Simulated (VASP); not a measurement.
# PtS2 (P-3m1) in VASP: notebook

The runs below take PtS2 through single point, relaxation of cell and atoms, with PBEsol.

Everything below comes from runs of VASP 6.6.1. Logs are shortened: lines on timing, memory, paths and dates and some standing lists are left out, and cuts for length are marked.

## (1) The cell of the first run

It takes space group P-3m1 (No. 164, trigonal). The conventional cell has a = 3.572 Å, b = 3.572 Å, c = 4.767 Å, α = 90.00°, β = 90.00°, γ = 120.00°. Within 3.1 Å of Pt (site symmetry -3m) lie 6 S at 2.38 Å. Within 3.2 Å of S (site symmetry 3m) lie 3 Pt at 2.38 Å and 6 S at 3.14 to 3.16 Å.

## (2) Single point, PBEsol

The input, INCAR:

```
SYSTEM = PtS2
PREC     = Accurate       ! precision mode
ENCUT    = 520            ! plane-wave cutoff, eV
EDIFF    = 1E-7           ! SCF threshold, eV
ISMEAR   = 0              ! smearing method
SIGMA    = 0.02           ! smearing width, eV
LREAL    = .FALSE.        ! projectors in reciprocal space
LASPH    = .TRUE.         ! aspherical terms in the spheres
NELM     = 60             ! most SCF steps
ALGO     = Normal         ! electronic algorithm
ISIF     = 2              ! what is computed and relaxed
LWAVE    = .FALSE.        ! write WAVECAR
LCHARG   = .FALSE.        ! write CHGCAR
GGA      = PS             ! functional
NBANDS   = 18             ! bands
```

The input, KPOINTS:

```
regular mesh
0
G
  12 12 8
  0 0 0
```

The input, POSCAR:

```
PtS2
1.0
    3.5715569969      0.0000000000      0.0000000000
   -1.7857784985      3.0930590904      0.0000000000
    0.0000000000      0.0000000000      4.7672298280
Pt S
1 2
Direct
    0.0000000000      0.0000000000      0.0000000000
    0.3333333333      0.6666666667      0.2510159166
    0.6666666667      0.3333333333      0.7489840834
```

Potentials or basis: VASP PAW PBE potentials, release 64 (Pt, S).

Command:

```
> cat potpaw_PBE.64/Pt/POTCAR potpaw_PBE.64/S/POTCAR > POTCAR
> mpirun -np 1 vasp_std > vasp.out
```

OUTCAR:

```text
SYSTEM = PtS2
   PREC = Accurate
   ENCUT = 520
   EDIFF = 1E-7
   ISMEAR = 0
   LREAL = .FALSE.
   LASPH = .TRUE.
   NELM = 60
   ISIF = 2
   GGA = PS

 ion  position               nearest neighbor table
   1  0.000  0.000  0.000-   2 2.38   3 2.38   3 2.38   2 2.38   3 2.38   2 2.38
   2  0.333  0.667  0.251-   1 2.38   1 2.38   1 2.38
   3  0.667  0.333  0.749-   1 2.38   1 2.38   1 2.38

  LATTYP: Found a hexagonal cell.
 ALAT       =     3.5715569969
 C/A-ratio  =     1.3347763544

  Lattice vectors:

 A1 = (   3.5715569969,   0.0000000000,   0.0000000000)
 A2 = (  -1.7857784985,   3.0930590904,   0.0000000000)
 A3 = (   0.0000000000,   0.0000000000,   4.7672298280)

Analysis of symmetry for initial positions (statically):
=====================================================================
 Subroutine PRICEL returns:
 Original cell was already a primitive cell.

 Routine SETGRP: Setting up the symmetry group for a
 hexagonal supercell.

 Subroutine GETGRP returns: Found 12 space group operations
 (whereof 12 operations were pure point group operations)
 out of a pool of 24 trial point group operations.

The static configuration has the point symmetry D_3d.

Analysis of symmetry for dynamics (positions and initial velocities):
=====================================================================
 Subroutine PRICEL returns:
 Original cell was already a primitive cell.

 Routine SETGRP: Setting up the symmetry group for a
 hexagonal supercell.

 Subroutine GETGRP returns: Found 12 space group operations
 (whereof 12 operations were pure point group operations)
 out of a pool of 24 trial point group operations.

The dynamic configuration has the point symmetry D_3d.

 Subroutine INISYM returns: Found 12 space group operations
 (whereof 12 operations are pure point group operations),
 and found     1 'primitive' translations

----------------------------------------------------------------------------------------

                                     Primitive cell

  volume of cell :      52.6638

  direct lattice vectors                    reciprocal lattice vectors
     3.571556997  0.000000000  0.000000000     0.279989932  0.161652263  0.000000000
    -1.785778499  3.093059090  0.000000000     0.000000000  0.323304525  0.000000000
     0.000000000  0.000000000  4.767229828     0.000000000  0.000000000  0.209765427

  length of vectors
     3.571556997  3.571556997  4.767229828     0.323304525  0.323304525  0.209765427

  position of ions in fractional coordinates (direct lattice)
     0.000000000  0.000000000  0.000000000
     0.333333333  0.666666667  0.251015917
     0.666666667  0.333333333  0.748984083

  ion indices of the primitive-cell ions
   primitive index   ion index
                 1           1
                 2           2
                 3           3

----------------------------------------------------------------------------------------

 KPOINTS: regular mesh

Automatic generation of k-mesh.
 Grid dimensions read from file:
 generate k-points for:   12   12    8

 Generating k-lattice:

  Cartesian coordinates                     Fractional coordinates (reciprocal lattice)
     0.023332494  0.013471022  0.000000000     0.083333333 -0.000000000  0.000000000
     0.000000000  0.026942044  0.000000000     0.000000000  0.083333333  0.000000000
     0.000000000  0.000000000  0.026220678     0.000000000  0.000000000  0.125000000

  Length of vectors
     0.026942044  0.026942044  0.026220678

  Shift w.r.t. Gamma in fractional coordinates (k-lattice)
     0.000000000  0.000000000  0.000000000

 Subroutine IBZKPT returns following result:
 ===========================================

 Found    131 irreducible k-points:

 Following reciprocal coordinates:
            Coordinates               Weight
  0.000000  0.000000  0.000000      1.000000
  0.083333  0.000000  0.000000      6.000000
  0.166667  0.000000  0.000000      6.000000
  0.250000  0.000000  0.000000      6.000000
  0.333333  0.000000  0.000000      6.000000
  0.416667 -0.000000  0.000000      6.000000
[... 16 lines left out ...]
  0.166667  0.000000  0.125000      6.000000
  0.000000  0.166667  0.125000      6.000000
 [... further k-points ...]
   k-points           NKPTS =    131   k-points in BZ     NKDIM =    131   number of bands    NBANDS=     18
   number of dos      NEDOS =    301   number of ions     NIONS =      3
   total plane-waves  NPLWV =  28224
   dimension x,y,z NGX =    28 NGY =   28 NGZ =   36
   dimension x,y,z NGXF=    56 NGYF=   56 NGZF=   72
   ions per type =               1   2
   NGX,Y,Z   is equivalent  to a cutoff of  13.03, 13.03, 12.55 a.u.
   NGXF,Y,Z  is equivalent  to a cutoff of  26.07, 26.07, 25.11 a.u.
 SYSTEM =  PtS2
   PREC   = accura    normal or accurate (medium, high low for compatibility)
   ISTART =      0    job   : 0-new  1-cont  2-samecut
   ICHARG =      2    charge: 1-file 2-atom 10-const
   ISPIN  =      1    spin polarized calculation?
   LNONCOLLINEAR =      F non collinear calculations
   LSORBIT =      F    spin-orbit coupling
   LASPH  =      T    aspherical Exc in radial PAW
   ENCUT  =  520.0 eV  38.22 Ry    6.18 a.u.   6.64  6.64  8.86*2*pi/ulx,y,z
   NELM   =     60;   NELMIN=  2; NELMDL= -5     # of ELM steps
   EDIFF  = 0.1E-06   stopping-criterion for ELM
   LREAL  =      F    real-space projection
   EDIFFG = 0.1E-05   stopping-criterion for IOM
   NSW    =      0    number of steps for IOM
   IBRION =     -1    ionic relax: 0-MD 1-quasi-New 2-CG
   NFREE  =      0    steps in history (QN), initial steepest desc. (CG)
   ISIF   =      2    stress and relaxation
   ISYM   =      2    0-nonsym 1-usesym 2-fastsym
   POTIM  = 0.5000    time-step for ionic-motion
   TEBEG  =    0.0;   TEEND  =   0.0 temperature during run
   PSTRESS=    0.0 pullay stress
   NELECT =      22.0000    total number of electrons
   NUPDOWN=      -1.0000    fix difference up-down
   EMIN   =  10.00;   EMAX   =-10.00  energy-range for DOS
   EFERMI =   0.00;   METHOD = LEGACY
   ISMEAR =     0;   SIGMA  =   0.02  broadening in eV -4-tet -1-fermi 0-gaus
   EFERMI_NEDOS =   21; number of points for ismear=-14 and -15
   IALGO  =     38    algorithm
   IMIX   =      4    mixing-type and parameters
     AMIX     =   0.40;   BMIX     =  1.00
     AMIX_MAG =   1.60;   BMIX_MAG =  1.00
  volume/ion in A,a.u.               =      17.55       118.46
  Fermi-wavevector in a.u.,A,eV,Ry     =   1.223804  2.312654 20.377384  1.497695
  Thomas-Fermi vector in A             =   2.358901
   LORBIT       =      0    0 simple, 1 ext, 2 COOP (PROOUT), +10 PAW based schemes
   GGA     = PS    functional components
   LHFCALC =     F    Hartree Fock is set to
   AEXX    =    0.0000 exact exchange contribution
   IVDW    =     0    specifies the selected vdW correction
   LEPSILON=     F    determine dielectric tensor
   LRPA    =     F    only Hartree local field effects (RPA)
 non-spin polarized calculation
 Gauss-broadening in eV      SIGMA  =   0.02
  energy-cutoff  :      520.00
  volume of cell :       52.66
 maximum number of plane-waves:      1446
 NGX is ok and might be reduce to    28
   NGX = 13   NGY = 13   NGZ = 17

 number of electron      22.0000001 magnetization

 Free energy of the ion-electron system (eV)
  ---------------------------------------------------
  ext. energy  EPLUGINS =         0.00000000
  ---------------------------------------------------
  free energy    TOTEN  =       -16.99788599 eV

  energy without entropy =      -16.99788599  energy(sigma->0) =      -16.99788599

 E-fermi :   7.6516     XC(G=0): -11.1102

 val. band max:        7.5589796907   @ k =   0.0000   0.0000   0.0000
 cond. band min:       7.8050470783   @ k =   0.0000   0.3333   0.2500
 fundamental gap:      0.2460673876
 Fermi energy:         7.6515864269

 k-point     1 :       0.0000    0.0000    0.0000
  band No.  band energies     occupation
      1      -8.2780      2.00000
      2      -4.9344      2.00000
      3       0.0377      2.00000
      4       0.4778      2.00000
      5       0.4778      2.00000
      6       3.3573      2.00000
[... 10 lines left out ...]
     17      15.0031      0.00000
     18      20.0381      0.00000

 k-point     2 :       0.0833    0.0000    0.0000
  band No.  band energies     occupation
      1      -8.1889      2.00000
      2      -4.9951      2.00000
      3       0.1343      2.00000
      4       0.5368      2.00000
      5       0.5669      2.00000
      6       3.2272      2.00000
[... 10 lines left out ...]
     17      15.2751      0.00000
     18      18.5815      0.00000

 k-point     3 :       0.1667    0.0000    0.0000
  band No.  band energies     occupation
      1      -7.9304      2.00000
      2      -5.1564      2.00000
      3       0.4036      2.00000
      4       0.7003      2.00000
      5       0.8203      2.00000
      6       2.7837      2.00000
[... 10 lines left out ...]
     17      15.9446      0.00000
     18      17.0933      0.00000

 k-point     4 :       0.2500    0.0000    0.0000
  band No.  band energies     occupation
      1      -7.5309      2.00000
      2      -5.3723      2.00000
      3       0.7472      2.00000
      4       0.9224      2.00000
      5       1.2042      2.00000
      6       2.0656      2.00000
[... 10 lines left out ...]
     17      16.1679      0.00000
     18      16.1754      0.00000

 k-point     5 :       0.3333    0.0000    0.0000
  band No.  band energies     occupation
      1      -7.0445      2.00000
      2      -5.6046      2.00000
      3       0.6610      2.00000
      4       1.1236      2.00000
      5       1.4853      2.00000
      6       1.9911      2.00000
[... 10 lines left out ...]
     17      15.5924      0.00000
     18      16.3594      0.00000

 k-point     6 :       0.4167   -0.0000    0.0000
  band No.  band energies     occupation
      1      -6.5551      2.00000
      2      -5.8481      2.00000
      3       0.0853      2.00000
      4       1.2372      2.00000
      5       1.7659      2.00000
      6       2.6857      2.00000
[... 10 lines left out ...]
     17      15.3149      0.00000
     18      17.5900      0.00000

 k-point     7 :       0.5000    0.0000    0.0000
  band No.  band energies     occupation
      1      -6.1787      2.00000
      2      -6.1177      2.00000
      3      -0.1672      2.00000
      4       1.2683      2.00000
      5       1.9135      2.00000
      6       3.1812      2.00000
[... 10 lines left out ...]
     17      15.2341      0.00000
     18      18.6636      0.00000

 k-point     8 :       0.0833    0.0833    0.0000
  band No.  band energies     occupation
      1      -8.0151      2.00000
      2      -5.1056      2.00000
      3       0.3168      2.00000
      4       0.6567      2.00000
      5       0.7292      2.00000
      6       3.0427      2.00000
[... 10 lines left out ...]
     17      15.8326      0.00000
     18      17.3909      0.00000
[... 229 lines left out ...]
     17      16.1907      0.00000
     18      18.0709      0.00000

 k-point    20 :       0.0000    0.0000    0.1250
  band No.  band energies     occupation
      1      -8.2137      2.00000
      2      -5.1174      2.00000
      3       0.2810      2.00000
      4       0.4851      2.00000
      5       0.4851      2.00000
      6       3.3497      2.00000
[... 10 lines left out ...]
     17      14.9634      0.00000
     18      19.3516      0.00000

 k-point    21 :       0.0833    0.0000    0.1250
  band No.  band energies     occupation
      1      -8.1248      2.00000
      2      -5.1660      2.00000
      3       0.2727      2.00000
      4       0.5570      2.00000
      5       0.6468      2.00000
      6       3.2365      2.00000
[... 10 lines left out ...]
     17      14.9880      0.00000
     18      18.0437      0.00000

 k-point    22 :       0.0000    0.0833    0.1250
  band No.  band energies     occupation
      1      -8.1258      2.00000
      2      -5.1615      2.00000
      3       0.2435      2.00000
      4       0.5300      2.00000
      5       0.6943      2.00000
      6       3.1927      2.00000
[... 10 lines left out ...]
     17      15.4802      0.00000
     18      17.9504      0.00000

 k-point    23 :       0.1667    0.0000    0.1250
  band No.  band energies     occupation
      1      -7.8647      2.00000
      2      -5.3054      2.00000
      3       0.4319      2.00000
      4       0.7329      2.00000
      5       0.9567      2.00000
      6       2.8462      2.00000
[... 10 lines left out ...]
     17      15.4467      0.00000
     18      16.7765      0.00000

 k-point    24 :       0.0000    0.1667    0.1250
  band No.  band energies     occupation
      1      -7.8733      2.00000
      2      -5.2736      2.00000
      3       0.2768      2.00000
      4       0.6759      2.00000
      5       1.1155      2.00000
      6       2.6701      2.00000
[... 10 lines left out ...]
     17      16.4049      0.00000
     18      16.6106      0.00000

 [... further k-points ...]

------------------------ aborting loop because EDIFF is reached ----------------------------------------

  FORCE on cell =-STRESS in cart. coord.  units (eV):
  Direction    XX          YY          ZZ          XY          YZ          ZX
  --------------------------------------------------------------------------------------
  -------------------------------------------------------------------------------------
  Total       -0.1091897     -0.1091897     -0.0433320      0.0000000      0.0000000     -0.0000000
  in kB       -3.3218532     -3.3218532     -1.3182785      0.0000000      0.0000000     -0.0000000
  external PRESSURE =      -2.6539950 kB  Pullay stress =       0.0000000 kB

 VOLUME and BASIS-vectors are now :
 -----------------------------------------------------------------------------
  energy-cutoff  :      520.00
  volume of cell :       52.66
      direct lattice vectors                 reciprocal lattice vectors
     3.571556997  0.000000000  0.000000000     0.279989932  0.161652263  0.000000000
    -1.785778499  3.093059090  0.000000000     0.000000000  0.323304525  0.000000000
     0.000000000  0.000000000  4.767229828     0.000000000  0.000000000  0.209765427

 POSITION                                       TOTAL-FORCE (eV/Angst)
 -----------------------------------------------------------------------------------
      0.00000      0.00000      0.00000         0.000000      0.000000      0.000000
     -0.00000      2.06204      1.19665         0.000000     -0.000000     -0.025125
      1.78578      1.03102      3.57058        -0.000000      0.000000      0.025125
 -----------------------------------------------------------------------------------
    total drift:                               -0.000000     -0.000000     -0.000000

  FREE ENERGIE OF THE ION-ELECTRON SYSTEM (eV)
  ---------------------------------------------------
  free  energy   TOTEN  =       -16.9978859880 eV

  energy  without entropy=      -16.9978859880  energy(sigma->0) =      -16.99788599
```

Run time: 42 s. Hardware: 1 thread of Intel Xeon 6975P-C (Granite Rapids), shared host; peak memory 0.25 GiB.

What came out:

| Item | Value |
| --- | --- |
| Free energy | -16.9979 eV |
| Pressure | -0.3 GPa |
| Largest force | 0.025 eV/Å |
| Band gap on the k mesh | 0.25 eV (least direct gap 0.67 eV) |

Forces in eV/Å, atoms in the order of the input:
```
Pt   0.000  0.000  0.000
S    0.000  0.000 -0.025
S    0.000  0.000  0.025
```

Stress tensor (GPa, compression positive):
```
-0.33  0.00  0.00
 0.00 -0.33  0.00
 0.00  0.00 -0.13
```

Caveat: the PAW data sets were made with another functional, which shifts forces and pressure a little; spin-orbit coupling is left out, which moves the levels of the heavy elements. A k mesh can miss the band edges.

## (3) Relaxation of cell and atoms, PBEsol

This run uses another cell than the first one, of 18.22 Å³/atom.

The input, INCAR:

```
SYSTEM = PtS2
  ALGO = Normal
  EDIFF = 1E-6
  EDIFFG = -0.005
  ENCUT = 600
  GGA = PS
  IBRION = 2
  ISIF = 3
  ISMEAR = 0
  LASPH = .TRUE.
  LCHARG = .FALSE.
  LREAL = .FALSE.
  LWAVE = .FALSE.
  NELM = 100
  NSW = 100
  PREC = Accurate
  SIGMA = 0.02
```

The input, KPOINTS:

```
k-points
0
G
  12 12 8
  0 0 0
```

The input, POSCAR:

```
PtS2
1.0
    3.5645589212      0.0000000000      0.0000000000
   -1.7822794606      3.0869985791      0.0000000000
    0.0000000000      0.0000000000      4.9679715032
Pt S
1 2
Direct
    0.0000000000      0.0000000000      0.0000000000
    0.3333333333      0.6666666667      0.2420101001
    0.6666666667      0.3333333333      0.7579898999
```

Potentials or basis: VASP PAW PBE potentials, release 64 (Pt, S).

Command:

```
> cat potpaw_PBE.64/Pt/POTCAR potpaw_PBE.64/S/POTCAR > POTCAR
> mpirun -np 1 vasp_std > vasp.out
```

It took 5.2 min on 1 thread of Intel Xeon 6975P-C (Granite Rapids), shared host; peak memory 0.28 GiB.

The run converged. Its results:

```
Free energy                           : -16.9988 eV
Relaxed volume                        : 17.66 Å³/atom
Relaxed cell                          : a = 3.568 Å, b = 3.568 Å, c = 4.806 Å, α = 90.00°, β = 90.00°, γ = 120.00°
Space group after relaxing (to 0.1 Å) : P-3m1 (No. 164)
Energy gained by relaxing             : 0.8 meV/atom
Ionic steps                           : 13
Pressure after relaxing               : 0.0 GPa
Largest force after relaxing          : 0.004 eV/Å
Band gap on the k mesh                : 0.32 eV (least direct gap 0.69 eV)
```

Forces in eV/Å, atoms in the order of the input:
```
Pt   0.000  0.000  0.000
S    0.000  0.000  0.004
S    0.000  0.000 -0.004
```

The path:
```
step  energy change (eV)  largest force (eV/Å)  pressure (GPa)  volume (Å³)
   1              0.0000                0.0268           -0.59        54.67
   2              0.0007                0.1176            0.95        54.13
   3             -0.0004                0.0275           -0.02        54.46
   4             -0.0005                0.0266            0.00        54.42
   5             -0.0008                0.0242           -0.01        54.27
   6             -0.0014                0.0209            0.02        53.99
   7             -0.0021                0.0141            0.10        53.43
   8             -0.0018                0.0026            0.36        52.29
   9             -0.0023                0.0118            0.25        52.95
  10             -0.0023                0.0282           -0.22        53.00
  11             -0.0024                0.0089            0.00        52.97
  12             -0.0024                0.0053           -0.01        52.97
  13             -0.0024                0.0042            0.00        52.98
```

Final structure:
```xyz
3
Lattice="3.5678 0.0000 0.0000 -1.7839 3.0898 0.0000 0.0000 0.0000 4.8061" Properties=species:S:1:pos:R:3 pbc="T T T"
Pt    0.0000    0.0000    0.0000
S     0.0000    2.0599    1.1967
S     1.7839    1.0299    3.6094
```

Levels at points of the mesh, in eV from the valence-band top:
```csv
k point,band 9,band 10,band 11,band 12,band 13,band 14
"(0.00, 0.00, 0.00)",-1.43,-1.43,0.00,1.57,1.57,3.88
"(0.50, 0.00, 0.00)",-3.48,-3.39,-2.79,1.03,2.41,5.24
"(0.00, 0.00, 0.50)",-1.82,-1.82,-1.35,2.42,2.42,5.22
"(0.50, 0.00, 0.50)",-3.14,-3.11,-1.51,1.17,1.83,4.92
```

Caveat: the PAW data sets were made with another functional, which shifts forces and pressure a little; spin-orbit coupling is left out, which moves the levels of the heavy elements.
